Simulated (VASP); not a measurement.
# MgGaF5 (P4/mmm) in VASP: settings compared

The runs below take MgGaF5 through single point, relaxation of cell and atoms, with r2SCAN+rVV10, PBEsol.

All numbers are computed with VASP 6.6.1; they aren't measurements. Logs are shortened: lines on timing, memory, paths and dates and some standing lists are left out, and cuts for length are marked.

## 1. The cell of the first run

Symmetry: P4/mmm, No. 123, tetragonal system. The conventional cell has a = 3.430 Å, b = 3.430 Å, c = 5.394 Å, α = 90.00°, β = 90.00°, γ = 90.00°. Mg (site symmetry 4/mmm) has 10 F at 2.09 to 2.70 Å within 2.8 Å. Ga (site symmetry 4/mmm) has 12 F at 2.28 to 2.43 Å within 3.0 Å. Within 3.0 Å of F (site symmetry 4/mmm) lie 8 F at 2.28 Å and 4 Ga at 2.43 Å and 2 Mg at 2.70 Å. F (site symmetry 2mm) has 2 Mg at 2.09 Å and 2 Ga at 2.28 Å and 7 F at 2.28 to 2.43 Å within 2.8 Å.

## 2. Single point, r2SCAN+rVV10

POSCAR

```
MgGaF5
1.0
    3.4303971585      0.0000000000      0.0000000000
    0.0000000000      3.4303971585      0.0000000000
    0.0000000000      0.0000000000      5.3938231746
Mg Ga F
1 1 5
Direct
    0.0000000000      0.0000000000      0.5000000000
    0.5000000000      0.5000000000      0.0000000000
    0.0000000000      0.0000000000      0.0000000000
    0.5000000000      0.0000000000      0.7226182909
    0.0000000000      0.5000000000      0.7226182909
    0.5000000000      0.0000000000      0.2773817091
    0.0000000000      0.5000000000      0.2773817091
```

INCAR.step1

```
ALGO = Normal
EDIFF = 1E-4
ENCUT = 520
GGA = PE
ISMEAR = -1
LASPH = T
LCHARG = F
LREAL = F
LWAVE = T
NBANDS = 34
NELM = 60
PREC = Accurate
SIGMA = 0.03
```

INCAR.step2

```
ALGO = Normal
BPARAM = 11.95
CPARAM = 0.0093
EDIFF = 1E-6
ENCUT = 520
ISIF = 2
ISMEAR = -1
ISTART = 1
IVDW_NL = 2
LASPH = T
LCHARG = F
LMIXTAU = T
LREAL = F
LUSE_VDW = T
LWAVE = F
METAGGA = R2SCAN
NBANDS = 34
NELM = 60
PREC = Accurate
SIGMA = 0.03
```

KPOINTS

```
k-points
0
Gamma
  8 8 6
```

Potentials or basis: VASP PAW PBE potentials, release 64 (Mg, Ga_d, F).

Run with:

```
cat potpaw_PBE.64/Mg/POTCAR potpaw_PBE.64/Ga_d/POTCAR potpaw_PBE.64/F/POTCAR > POTCAR
cp INCAR.step1 INCAR
mpirun -np 1 vasp_std > vasp.out
cp INCAR.step2 INCAR
mpirun -np 1 vasp_std > vasp.out
```

OUTCAR:

```text
BPARAM = 11.95
   EDIFF = 1E-6
   ENCUT = 520
   ISIF = 2
   ISMEAR = -1
   ISTART = 1
   IVDW_NL = 2
   LASPH = T
   LREAL = F
   METAGGA = R2SCAN
   NELM = 60
   PREC = Accurate

 ion  position               nearest neighbor table
   1  0.000  0.000  0.500-   4 2.09   5 2.09   6 2.09   7 2.09   5 2.09   7 2.09   4 2.09   6 2.09
                             3 2.70   3 2.70
   2  0.500  0.500  0.000-   4 2.28   5 2.28   6 2.28   7 2.28   4 2.28   6 2.28   5 2.28   7 2.28

   3  0.000  0.000  0.000-   1 2.70   1 2.70
   4  0.500  0.000  0.723-   1 2.09   1 2.09   2 2.28   2 2.28
   5  0.000  0.500  0.723-   1 2.09   1 2.09   2 2.28   2 2.28
   6  0.500  0.000  0.277-   1 2.09   1 2.09   2 2.28   2 2.28
   7  0.000  0.500  0.277-   1 2.09   1 2.09   2 2.28   2 2.28

  LATTYP: Found a simple tetragonal cell.
 ALAT       =     3.4303971585
 C/A-ratio  =     1.5723611364

  Lattice vectors:

 A1 = (   3.4303971585,   0.0000000000,   0.0000000000)
 A2 = (   0.0000000000,   3.4303971585,   0.0000000000)
 A3 = (   0.0000000000,   0.0000000000,   5.3938231746)

Analysis of symmetry for initial positions (statically):
=====================================================================
 Subroutine PRICEL returns:
 Original cell was already a primitive cell.

 Routine SETGRP: Setting up the symmetry group for a
 simple tetragonal supercell.

 Subroutine GETGRP returns: Found 16 space group operations
 (whereof 16 operations were pure point group operations)
 out of a pool of 16 trial point group operations.

The static configuration has the point symmetry D_4h.

Analysis of symmetry for dynamics (positions and initial velocities):
=====================================================================
 Subroutine PRICEL returns:
 Original cell was already a primitive cell.

 Routine SETGRP: Setting up the symmetry group for a
 simple tetragonal supercell.

 Subroutine GETGRP returns: Found 16 space group operations
 (whereof 16 operations were pure point group operations)
 out of a pool of 16 trial point group operations.

The dynamic configuration has the point symmetry D_4h.

 Subroutine INISYM returns: Found 16 space group operations
 (whereof 16 operations are pure point group operations),
 and found     1 'primitive' translations

----------------------------------------------------------------------------------------

                                     Primitive cell

[... 104 lines left out ...]
   IBRION =     -1    ionic relax: 0-MD 1-quasi-New 2-CG
   NFREE  =      0    steps in history (QN), initial steepest desc. (CG)
   ISIF   =      2    stress and relaxation
   ISYM   =      2    0-nonsym 1-usesym 2-fastsym
   POTIM  = 0.5000    time-step for ionic-motion
   TEBEG  =    0.0;   TEEND  =   0.0 temperature during run
   PSTRESS=    0.0 pullay stress
   NELECT =      50.0000    total number of electrons
   NUPDOWN=      -1.0000    fix difference up-down
   EMIN   =  10.00;   EMAX   =-10.00  energy-range for DOS
   EFERMI =   0.00;   METHOD = LEGACY
   ISMEAR =    -1;   SIGMA  =   0.03  broadening in eV -4-tet -1-fermi 0-gaus
   EFERMI_NEDOS =   21; number of points for ismear=-14 and -15
   IALGO  =     38    algorithm
   IMIX   =      4    mixing-type and parameters
     AMIX     =   0.40;   BMIX     =  1.00
     AMIX_MAG =   1.60;   BMIX_MAG =  1.00
  volume/ion in A,a.u.               =       9.07        61.19
  Fermi-wavevector in a.u.,A,eV,Ry     =   1.511946  2.857164 31.102663  2.285981
  Thomas-Fermi vector in A             =   2.621936
   LORBIT       =      0    0 simple, 1 ext, 2 COOP (PROOUT), +10 PAW based schemes
   METAGGA = R2SCAN    functional components
   LHFCALC =     F    Hartree Fock is set to
   AEXX    =    0.0000 exact exchange contribution
   IVDW_NL    =     2    kernel type
   BPARAM     =11.9500
   IVDW    =     0    specifies the selected vdW correction
   LEPSILON=     F    determine dielectric tensor
   LRPA    =     F    only Hartree local field effects (RPA)
 non-spin polarized calculation
  energy-cutoff  :      520.00
  volume of cell :       63.47
 maximum number of plane-waves:      1733
 NGX is ok and might be reduce to    28
   NGX = 13   NGY = 13   NGZ = 21

 number of electron      49.9999922 magnetization

 Free energy of the ion-electron system (eV)
  ---------------------------------------------------
  ext. energy  EPLUGINS =         0.00000000
  ---------------------------------------------------
  free energy    TOTEN  =       -47.46555625 eV

  energy without entropy =      -47.46555625  energy(sigma->0) =      -47.46555625

 E-fermi :   2.8260     XC(G=0): -12.2171

 val. band max:        2.2915522676   @ k =   0.5000   0.0000   0.0000
 cond. band min:       3.3015567487   @ k =   0.0000   0.0000   0.0000
 fundamental gap:      1.0100044811
 Fermi energy:         2.8259819118

 k-point     1 :       0.0000    0.0000    0.0000
  band No.  band energies     occupation
      1     -22.1119      2.00000
      2     -21.2219      2.00000
      3     -20.2983      2.00000
      4     -19.8657      2.00000
      5     -18.9470      2.00000
      6     -12.7138      2.00000
[... 877 lines left out ...]
     33      19.6162      0.00000
     34      20.1777      0.00000

 [... further k-points ...]

------------------------ aborting loop because EDIFF is reached ----------------------------------------

  FORCE on cell =-STRESS in cart. coord.  units (eV):
  Direction    XX          YY          ZZ          XY          YZ          ZX
  --------------------------------------------------------------------------------------
  -------------------------------------------------------------------------------------
  Total       -0.2099249     -0.2099249     -0.2649583      0.0000000     -0.0000000      0.0000000
  in kB       -5.2989399     -5.2989399     -6.6880982      0.0000000     -0.0000000      0.0000000
  external PRESSURE =      -5.7619927 kB  Pullay stress =       0.0000000 kB

 VOLUME and BASIS-vectors are now :
 -----------------------------------------------------------------------------
  energy-cutoff  :      520.00
  volume of cell :       63.47
      direct lattice vectors                 reciprocal lattice vectors
     3.430397158  0.000000000  0.000000000     0.291511435  0.000000000  0.000000000
     0.000000000  3.430397158  0.000000000     0.000000000  0.291511435  0.000000000
     0.000000000  0.000000000  5.393823175     0.000000000  0.000000000  0.185397253

 POSITION                                       TOTAL-FORCE (eV/Angst)
 -----------------------------------------------------------------------------------
      0.00000      0.00000      2.69691         0.000000     -0.000000      0.000000
      1.71520      1.71520      0.00000         0.000000     -0.000000      0.000000
      0.00000      0.00000      0.00000         0.000000     -0.000000      0.000000
      1.71520      0.00000      3.89768         0.000000     -0.000000     -0.060335
      0.00000      1.71520      3.89768        -0.000000      0.000000     -0.060335
      1.71520      0.00000      1.49615         0.000000     -0.000000      0.060335
      0.00000      1.71520      1.49615        -0.000000      0.000000      0.060335
 -----------------------------------------------------------------------------------
    total drift:                                0.000000      0.000000      0.000000

  FREE ENERGIE OF THE ION-ELECTRON SYSTEM (eV)
  ---------------------------------------------------
  free  energy   TOTEN  =       -47.4655562487 eV

  energy  without entropy=      -47.4655562480  energy(sigma->0) =      -47.46555625
```

OUTCAR.step1:

```text
EDIFF = 1E-4
   ENCUT = 520
   GGA = PE
   ISMEAR = -1
   LASPH = T
[... 1130 lines left out ...]
      1.71520      0.00000      3.89768        -0.000000     -0.000000     -0.190511
      0.00000      1.71520      3.89768         0.000000      0.000000     -0.190511
      1.71520      0.00000      1.49615        -0.000000      0.000000      0.190511
      0.00000      1.71520      1.49615         0.000000      0.000000      0.190511
 -----------------------------------------------------------------------------------
    total drift:                                0.000000      0.000000      0.000000

  FREE ENERGIE OF THE ION-ELECTRON SYSTEM (eV)
  ---------------------------------------------------
  free  energy   TOTEN  =       -29.3830033902 eV

  energy  without entropy=      -29.3829982134  energy(sigma->0) =      -29.38300080
```

It took 4.6 min on 1 thread of AMD EPYC 9R45 (Zen 5), shared host; peak memory 0.35 GiB.

Results:

* Free energy: -47.4656 eV
* Pressure: -0.6 GPa
* Largest force: 0.060 eV/Å
* Band gap on the k mesh: 1.01 eV (least direct gap 1.67 eV)

Forces in eV/Å, atoms in the order of the input:
```
Mg   0.000  0.000  0.000
Ga   0.000  0.000  0.000
F    0.000  0.000  0.000
F    0.000  0.000 -0.060
F    0.000  0.000 -0.060
F    0.000  0.000  0.060
F    0.000  0.000  0.060
```

Stress tensor (GPa, compression positive):
```
-0.53  0.00  0.00
 0.00 -0.53  0.00
 0.00  0.00 -0.67
```

Caveat: the PAW data sets were made with another functional, which shifts forces and pressure a little. A k mesh can miss the band edges.

## 3. Relaxation of cell and atoms, PBEsol

This run uses another cell than the first one, of 12.21 Å³/atom.

INCAR

```
  ALGO = Normal
  EDIFF = 1E-6
  EDIFFG = -0.01
  ENCUT = 600
  GGA = PS
  IBRION = 2
  ISIF = 3
  ISMEAR = -1
  LASPH = True
  LCHARG = False
  LREAL = False
  LWAVE = False
  NELM = 80
  NSW = 100
  PREC = Accurate
  SIGMA = 0.03
```

KPOINTS

```
k-points
0
Gamma
  6 6 4
```

POSCAR

```
MgGaF5
1.0
    3.6607162400      0.0000000000      0.0000000000
    0.0000000000      3.6607162400      0.0000000000
    0.0000000000      0.0000000000      6.3783773700
Mg Ga F
1 1 5
Direct
    0.0000000000      0.0000000000      0.5000000000
    0.5000000000      0.5000000000      0.0000000000
    0.0000000000      0.0000000000      0.0000000000
    0.5000000000      0.0000000000      0.7047851500
    0.0000000000      0.5000000000      0.7047851500
    0.5000000000      0.0000000000      0.2952148500
    0.0000000000      0.5000000000      0.2952148500
```

Potentials or basis: VASP PAW PBE potentials, release 64 (Mg, Ga_d, F).

Run with:

```
cat potpaw_PBE.64/Mg/POTCAR potpaw_PBE.64/Ga_d/POTCAR potpaw_PBE.64/F/POTCAR > POTCAR
mpirun -np 1 vasp_std > vasp.out
```

Run time: 6 min. Hardware: 1 thread of AMD EPYC 9R45 (Zen 5), shared host; peak memory 0.25 GiB.

Results (log left out):

```yaml
Free_energy: -31.3671 eV
Relaxed_volume: 9.21 Å³/atom
Relaxed_cell: a = 3.447 Å, b = 3.447 Å, c = 5.425 Å, α = 90.00°, β = 90.00°, γ = 90.00°
Space_group_after_relaxing_to_0.1_Å: P4/mmm (No. 123)
Energy_gained_by_relaxing: 293.2 meV/atom
Ionic_steps: 12
Pressure_after_relaxing: 0.1 GPa
Band_gap_on_the_k_mesh: 0.30 eV (least direct gap 0.95 eV)
```

Forces in eV/Å, atoms in the order of the input:
```
Mg   0.000  0.000  0.000
Ga   0.000  0.000  0.000
F    0.000  0.000  0.000
F    0.000  0.000  0.002
F    0.000  0.000  0.002
F    0.000  0.000 -0.002
F    0.000  0.000 -0.002
```

The path:
| step | energy change (eV) | largest force (eV/Å) | pressure (GPa) | volume (Å³) |
| --- | --- | --- | --- | --- |
| 1 | 0.0000 | 0.4167 | -19.33 | 85.48 |
| 2 | -1.7494 | 0.7978 | -7.12 | 68.48 |
| 3 | -1.8842 | 0.8713 | 0.78 | 64.20 |
| 4 | -1.8851 | 0.8778 | 1.66 | 63.80 |
| 5 | -2.0199 | 0.2697 | 2.09 | 63.51 |
| 6 | -2.0381 | 0.0797 | 2.64 | 63.33 |
| 7 | -2.0504 | 0.0320 | -0.97 | 64.92 |
| 8 | -2.0512 | 0.0413 | -0.24 | 64.61 |
| 9 | -2.0512 | 0.0403 | -0.40 | 64.64 |
| 10 | -2.0524 | 0.0017 | -0.16 | 64.54 |
| 11 | -2.0525 | 0.0146 | -0.08 | 64.51 |
| 12 | -2.0525 | 0.0025 | 0.07 | 64.46 |

Final structure:
```cif
data_structure
_symmetry_space_group_name_H-M 'P 1'
_symmetry_Int_Tables_number 1
_cell_length_a 3.4469
_cell_length_b 3.4469
_cell_length_c 5.4252
_cell_angle_alpha 90.000
_cell_angle_beta 90.000
_cell_angle_gamma 90.000
_cell_volume 64.46
loop_
_atom_site_label
_atom_site_type_symbol
_atom_site_fract_x
_atom_site_fract_y
_atom_site_fract_z
_atom_site_occupancy
Mg1 Mg 0.00000 0.00000 0.50000 1
Ga1 Ga 0.50000 0.50000 0.00000 1
F1 F 0.00000 0.00000 0.00000 1
F2 F 0.50000 0.00000 0.72172 1
F3 F 0.00000 0.50000 0.72172 1
F4 F 0.50000 0.00000 0.27828 1
F5 F 0.00000 0.50000 0.27828 1
```

Levels at points of the mesh, in eV from the valence-band top:
```tsv
k point	band 23	band 24	band 25	band 26	band 27	band 28
(0.00, 0.00, 0.00)	-1.24	-1.24	-0.65	0.30	7.57	8.97
(0.50, 0.00, 0.00)	-1.12	-1.07	0.00	2.81	7.27	9.16
(0.50, 0.50, 0.00)	-1.29	-1.24	-0.16	1.41	8.90	8.90
(0.00, 0.00, 0.50)	-1.12	-1.08	-1.08	1.61	6.06	10.59
(0.50, 0.00, 0.50)	-0.94	-0.48	-0.22	2.98	7.87	8.65
(0.50, 0.50, 0.50)	-0.54	-0.54	-0.38	1.88	9.44	9.44
```

Caveat: the volume moved by over 15 % at a fixed basis, so the end points are rough; the PAW data sets were made with another functional, which shifts forces and pressure a little. A k mesh can miss the band edges.
